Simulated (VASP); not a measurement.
# AlCu5 (P4/mmm) in VASP: single point with PBE

Aim: the single point of AlCu5 with PBE.

Program: VASP 6.6.1. These are calculated values, not measurements. Logs are shortened: lines on timing, memory, paths and dates and some standing lists are left out, and cuts for length are marked.

### Step 1. The cell of the first run

The structure is tetragonal, space group P4/mmm (No. 123). The conventional cell has a = 3.012 Å, b = 3.012 Å, c = 8.205 Å, α = 90.00°, β = 90.00°, γ = 90.00°. Al (site symmetry 4/mmm) has 10 Cu at 2.55 to 2.76 Å and 4 Al at 3.01 Å within 3.4 Å. Cu (site symmetry 4mm) has 13 Cu at 2.52 to 3.01 Å and 1 Al at 2.76 Å within 3.3 Å. Cu (site symmetry 4mm) has 10 Cu at 2.53 to 3.01 Å and 4 Al at 2.55 Å within 3.3 Å. Cu (site symmetry 4/mmm) has 14 Cu at 2.52 to 3.01 Å within 3.3 Å.

### Step 2. Single point, PBE

File INCAR:

```
SYSTEM = AlCu5
PREC = Accurate
ENCUT = 520
EDIFF = 1E-6
ISMEAR = 0
SIGMA = 0.1
LREAL = .False.
LASPH = .True.
NELM = 100
ALGO = Normal
ISIF = 2
LWAVE = .False.
LCHARG = .True.
GGA = PE
LELF = .True.
LVHAR = .True.
NBANDS = 38
```

File KPOINTS:

```
regular mesh
0
Gamma
  6 6 2
  0 0 0
```

File POSCAR:

```
AlCu5
1.0
    3.0117766000      0.0000000000      0.0000000000
    0.0000000000      3.0117766000      0.0000000000
    0.0000000000      0.0000000000      8.2045450000
Al Cu
1 5
Direct
    0.0000000000      0.0000000000      0.5000000000
    0.0000000000      0.0000000000      0.8368130000
    0.5000000000      0.5000000000      0.6713940000
    0.5000000000      0.5000000000      0.3286060000
    0.0000000000      0.0000000000      0.1631870000
    0.5000000000      0.5000000000      0.0000000000
```

Potentials or basis: VASP PAW PBE potentials, release 64 (Al, Cu).

Run with:

```console
$ cat potpaw_PBE.64/Al/POTCAR potpaw_PBE.64/Cu/POTCAR > POTCAR
$ mpirun -np 1 vasp_std > vasp.out
```

OUTCAR:

```text
SYSTEM = AlCu5
   PREC = Accurate
   ENCUT = 520
   EDIFF = 1E-6
   ISMEAR = 0
   LREAL = .False.
   LASPH = .True.
   NELM = 100
   ISIF = 2
   GGA = PE

 ion  position               nearest neighbor table
   1  0.000  0.000  0.500-   3 2.55   4 2.55   3 2.55   4 2.55   3 2.55   4 2.55   3 2.55   4 2.55
                             2 2.76   5 2.76
   2  0.000  0.000  0.837-   6 2.52   6 2.52   6 2.52   6 2.52   3 2.53   3 2.53   3 2.53   3 2.53
                             5 2.68   1 2.76
   3  0.500  0.500  0.671-   2 2.53   2 2.53   2 2.53   2 2.53   1 2.55   1 2.55   1 2.55   1 2.55
                             6 2.70
   4  0.500  0.500  0.329-   5 2.53   5 2.53   5 2.53   5 2.53   1 2.55   1 2.55   1 2.55   1 2.55
                             6 2.70
   5  0.000  0.000  0.163-   6 2.52   6 2.52   6 2.52   6 2.52   4 2.53   4 2.53   4 2.53   4 2.53
                             2 2.68   1 2.76
   6  0.500  0.500  0.000-   2 2.52   5 2.52   2 2.52   5 2.52   2 2.52   5 2.52   2 2.52   5 2.52
                             4 2.70   3 2.70

  LATTYP: Found a simple tetragonal cell.
 ALAT       =     3.0117766000
 C/A-ratio  =     2.7241545737

  Lattice vectors:

 A1 = (   3.0117766000,   0.0000000000,   0.0000000000)
 A2 = (   0.0000000000,   3.0117766000,   0.0000000000)
 A3 = (   0.0000000000,   0.0000000000,   8.2045450000)

Analysis of symmetry for initial positions (statically):
=====================================================================
 Subroutine PRICEL returns:
 Original cell was already a primitive cell.

 Routine SETGRP: Setting up the symmetry group for a
 simple tetragonal supercell.

 Subroutine GETGRP returns: Found 16 space group operations
 (whereof 16 operations were pure point group operations)
 out of a pool of 16 trial point group operations.

The static configuration has the point symmetry D_4h.

Analysis of symmetry for dynamics (positions and initial velocities):
=====================================================================
 Subroutine PRICEL returns:
 Original cell was already a primitive cell.

 Routine SETGRP: Setting up the symmetry group for a
 simple tetragonal supercell.

 Subroutine GETGRP returns: Found 16 space group operations
 (whereof 16 operations were pure point group operations)
 out of a pool of 16 trial point group operations.

The dynamic configuration has the point symmetry D_4h.

 Subroutine INISYM returns: Found 16 space group operations
 (whereof 16 operations are pure point group operations),
 and found     1 'primitive' translations

----------------------------------------------------------------------------------------

                                     Primitive cell

  volume of cell :      74.4218

  direct lattice vectors                    reciprocal lattice vectors
     3.011776600  0.000000000  0.000000000     0.332029939  0.000000000  0.000000000
     0.000000000  3.011776600  0.000000000     0.000000000  0.332029939  0.000000000
     0.000000000  0.000000000  8.204545000     0.000000000  0.000000000  0.121883663

  length of vectors
     3.011776600  3.011776600  8.204545000     0.332029939  0.332029939  0.121883663

  position of ions in fractional coordinates (direct lattice)
     0.000000000  0.000000000  0.500000000
     0.000000000  0.000000000  0.836813000
     0.500000000  0.500000000  0.671394000
     0.500000000  0.500000000  0.328606000
     0.000000000  0.000000000  0.163187000
     0.500000000  0.500000000  0.000000000

  ion indices of the primitive-cell ions
   primitive index   ion index
                 1           1
                 2           2
                 3           3
                 4           4
                 5           5
                 6           6

----------------------------------------------------------------------------------------

 KPOINTS: regular mesh

Automatic generation of k-mesh.
 Grid dimensions read from file:
 generate k-points for:    6    6    2

 Generating k-lattice:

  Cartesian coordinates                     Fractional coordinates (reciprocal lattice)
     0.055338323  0.000000000  0.000000000     0.166666667  0.000000000  0.000000000
     0.000000000  0.055338323  0.000000000     0.000000000  0.166666667  0.000000000
     0.000000000  0.000000000  0.060941832     0.000000000  0.000000000  0.500000000

  Length of vectors
     0.055338323  0.055338323  0.060941832

  Shift w.r.t. Gamma in fractional coordinates (k-lattice)
     0.000000000  0.000000000  0.000000000

 Subroutine IBZKPT returns following result:
 ===========================================

 Found     20 irreducible k-points:

 Following reciprocal coordinates:
            Coordinates               Weight
  0.000000  0.000000  0.000000      1.000000
  0.166667  0.000000  0.000000      4.000000
  0.333333  0.000000  0.000000      4.000000
  0.500000  0.000000  0.000000      2.000000
  0.166667  0.166667  0.000000      4.000000
  0.333333  0.166667  0.000000      8.000000
[... 12 lines left out ...]
  0.500000  0.333333  0.500000      4.000000
  0.500000  0.500000  0.500000      1.000000
   k-points           NKPTS =     20   k-points in BZ     NKDIM =     20   number of bands    NBANDS=     38
   number of dos      NEDOS =    301   number of ions     NIONS =      6
   total plane-waves  NPLWV =  36864
   dimension x,y,z NGX =    24 NGY =   24 NGZ =   64
   dimension x,y,z NGXF=    48 NGYF=   48 NGZF=  128
   ions per type =               1   5
   NGX,Y,Z   is equivalent  to a cutoff of  13.25, 13.25, 12.97 a.u.
   NGXF,Y,Z  is equivalent  to a cutoff of  26.50, 26.50, 25.94 a.u.
 SYSTEM =  AlCu5
   PREC   = accura    normal or accurate (medium, high low for compatibility)
   ISTART =      0    job   : 0-new  1-cont  2-samecut
   ICHARG =      2    charge: 1-file 2-atom 10-const
   ISPIN  =      1    spin polarized calculation?
   LNONCOLLINEAR =      F non collinear calculations
   LSORBIT =      F    spin-orbit coupling
   LASPH  =      T    aspherical Exc in radial PAW
   ENCUT  =  520.0 eV  38.22 Ry    6.18 a.u.   5.60  5.60 15.26*2*pi/ulx,y,z
   NELM   =    100;   NELMIN=  2; NELMDL= -5     # of ELM steps
   EDIFF  = 0.1E-05   stopping-criterion for ELM
   LREAL  =      F    real-space projection
[... 7 lines left out ...]
   TEBEG  =    0.0;   TEEND  =   0.0 temperature during run
   PSTRESS=    0.0 pullay stress
   NELECT =      58.0000    total number of electrons
   NUPDOWN=      -1.0000    fix difference up-down
   EMIN   =  10.00;   EMAX   =-10.00  energy-range for DOS
   EFERMI =   0.00;   METHOD = LEGACY
   ISMEAR =     0;   SIGMA  =   0.10  broadening in eV -4-tet -1-fermi 0-gaus
   EFERMI_NEDOS =   21; number of points for ismear=-14 and -15
   IALGO  =     38    algorithm
   IMIX   =      4    mixing-type and parameters
     AMIX     =   0.40;   BMIX     =  1.00
     AMIX_MAG =   1.60;   BMIX_MAG =  1.00
  volume/ion in A,a.u.               =      12.40        83.70
  Fermi-wavevector in a.u.,A,eV,Ry     =   1.506552  2.846971 30.881133  2.269699
  Thomas-Fermi vector in A             =   2.617255
   LORBIT       =      0    0 simple, 1 ext, 2 COOP (PROOUT), +10 PAW based schemes
   GGA     = PE    functional components
   LHFCALC =     F    Hartree Fock is set to
   AEXX    =    0.0000 exact exchange contribution
   IVDW    =     0    specifies the selected vdW correction
   LEPSILON=     F    determine dielectric tensor
   LRPA    =     F    only Hartree local field effects (RPA)
 non-spin polarized calculation
 Gauss-broadening in eV      SIGMA  =   0.10
  energy-cutoff  :      520.00
  volume of cell :       74.42
 maximum number of plane-waves:      2032
 NGX is ok and might be reduce to    24
   NGX = 11   NGY = 11   NGZ = 31

 number of electron      57.9999989 magnetization

 Free energy of the ion-electron system (eV)
  ---------------------------------------------------
  ext. energy  EPLUGINS =         0.00000000
  ---------------------------------------------------
  free energy    TOTEN  =       -22.95289218 eV

  energy without entropy =      -22.94634764  energy(sigma->0) =      -22.94961991

 E-fermi :   7.9749     XC(G=0): -12.2603

 val. band max:        7.9145679112   @ k =   0.3333   0.1667   0.5000
 cond. band min:       8.0705767506   @ k =   0.5000   0.1667   0.5000
 fundamental gap:      0.1560088394
 Fermi energy:         7.9748872306

 k-point     1 :       0.0000    0.0000    0.0000
  band No.  band energies     occupation
      1      -2.3609      2.00000
      2       0.2446      2.00000
      3       0.3903      2.00000
      4       3.3359      2.00000
      5       3.4100      2.00000
      6       3.4194      2.00000
[... 30 lines left out ...]
     37      16.7895      0.00000
     38      17.2935      0.00000

 k-point     2 :       0.1667    0.0000    0.0000
  band No.  band energies     occupation
      1      -1.9015      2.00000
      2       0.6466      2.00000
      3       0.8269      2.00000
      4       3.4160      2.00000
      5       3.4829      2.00000
      6       3.5251      2.00000
[... 30 lines left out ...]
     37      17.3233      0.00000
     38      17.9498      0.00000

 k-point     3 :       0.3333    0.0000    0.0000
  band No.  band energies     occupation
      1      -0.5755      2.00000
      2       1.6908      2.00000
      3       1.9773      2.00000
      4       3.0503      2.00000
      5       3.4042      2.00000
      6       3.4438      2.00000
[... 30 lines left out ...]
     37      18.0326      0.00000
[... 617 lines left out ...]
 k-point    19 :       0.5000    0.3333    0.5000
  band No.  band energies     occupation
      1       2.2282      2.00000
      2       2.8347      2.00000
      3       2.9226      2.00000
      4       3.2160      2.00000
      5       3.4244      2.00000
      6       3.8617      2.00000
[... 30 lines left out ...]
     37      13.2113      0.00000
     38      15.6229      0.00000

 k-point    20 :       0.5000    0.5000    0.5000
  band No.  band energies     occupation
      1       2.6132      2.00000
      2       2.8923      2.00000
      3       3.2019      2.00000
      4       3.3706      2.00000
      5       3.3706      2.00000
      6       3.5345      2.00000
[... 30 lines left out ...]
     37      12.9867      0.00000
     38      13.3718      0.00000

------------------------ aborting loop because EDIFF is reached ----------------------------------------

  FORCE on cell =-STRESS in cart. coord.  units (eV):
  Direction    XX          YY          ZZ          XY          YZ          ZX
  --------------------------------------------------------------------------------------
  -------------------------------------------------------------------------------------
  Total        0.3793189      0.3793189     -0.1790355      0.0000000      0.0000000      0.0000000
  in kB        8.1661078      8.1661078     -3.8543378      0.0000000      0.0000000      0.0000000
  external PRESSURE =       4.1592926 kB  Pullay stress =       0.0000000 kB

 VOLUME and BASIS-vectors are now :
 -----------------------------------------------------------------------------
  energy-cutoff  :      520.00
  volume of cell :       74.42
      direct lattice vectors                 reciprocal lattice vectors
     3.011776600  0.000000000  0.000000000     0.332029939  0.000000000  0.000000000
     0.000000000  3.011776600  0.000000000     0.000000000  0.332029939  0.000000000
     0.000000000  0.000000000  8.204545000     0.000000000  0.000000000  0.121883663

 POSITION                                       TOTAL-FORCE (eV/Angst)
 -----------------------------------------------------------------------------------
      0.00000      0.00000      4.10227        -0.000000     -0.000000      0.000000
      0.00000      0.00000      6.86567        -0.000000     -0.000000     -0.050673
      1.50589      1.50589      5.50848         0.000000     -0.000000      0.015170
      1.50589      1.50589      2.69606        -0.000000      0.000000     -0.015170
      0.00000      0.00000      1.33888        -0.000000     -0.000000      0.050673
      1.50589      1.50589      0.00000        -0.000000     -0.000000      0.000000
 -----------------------------------------------------------------------------------
    total drift:                                0.000000     -0.000000     -0.000000

  FREE ENERGIE OF THE ION-ELECTRON SYSTEM (eV)
  ---------------------------------------------------
  free  energy   TOTEN  =       -22.9528921767 eV

  energy  without entropy=      -22.9463476389  energy(sigma->0) =      -22.94961991
```

It took 53 s on 1 thread of Intel Xeon Platinum 8488C (Sapphire Rapids), shared host; peak memory 0.19 GiB.

What came out:

```yaml
Free_energy: -22.9529 eV
Pressure: 0.4 GPa
Largest_force: 0.051 eV/Å
Band_gap_on_the_k_mesh: zero (band 29 reaches 9.41 eV, above the bottom of band 30 at 6.55 eV)
```

Forces in eV/Å, atoms in the order of the input:
```
Al   0.000  0.000  0.000
Cu   0.000  0.000 -0.051
Cu   0.000  0.000  0.015
Cu   0.000  0.000 -0.015
Cu   0.000  0.000  0.051
Cu   0.000  0.000  0.000
```

Stress tensor (GPa, compression positive):
```
 0.82  0.00  0.00
 0.00  0.82  0.00
 0.00  0.00 -0.39
```

Caveat: the k points lie up to 0.38 Å⁻¹ apart.
